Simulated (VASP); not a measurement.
Here is a VASP 6.6.1 calculation.

The input INCAR:

```
  ALGO = Normal
  EDIFF = 1E-7
  ENCUT = 520
  GGA = PS
  ISIF = 2
  ISMEAR = -1
  LASPH = T
  LCHARG = F
  LREAL = F
  LWAVE = F
  NBANDS = 15
  NELM = 60
  PREC = Accurate
  SIGMA = 0.02
```

KPOINTS

```
k-points
0
Gamma
  9 9 9
```

File POSCAR:

```
TaN
1.0
    0.0217900000      2.1898950000      2.1898950000
    2.1898950000      0.0217900000      2.1898950000
    2.1898950000      2.1898950000      0.0217900000
Ta N
1 1
Direct
    0.5000000000      0.5000000000      0.5000000000
    0.0000000000      0.0000000000      0.0000000000
```

Potentials or basis: VASP PAW PBE potentials, release 64 (Ta_pv, N).

The run is started by

```console
$ cat potpaw_PBE.64/Ta_pv/POTCAR potpaw_PBE.64/N/POTCAR > POTCAR
$ mpirun -np 1 vasp_std > vasp.out
```

What does it give for the band gap on the k mesh?

Zero (band 8 reaches 11.27 eV, above the bottom of band 9 at 7.56 eV).

What does it give for the pressure?

5.5 GPa.

Stress tensor (GPa, compression positive):
```
 5.48 -0.76 -0.76
-0.76  5.48 -0.76
-0.76 -0.76  5.48
```

Caveat: the cell differs from its parent crystal (equal xy, yz and zx shear strains of +1 %); the PAW data sets were made with another functional, which shifts forces and pressure a little; spin-orbit coupling is left out, which moves the levels of the heavy elements.
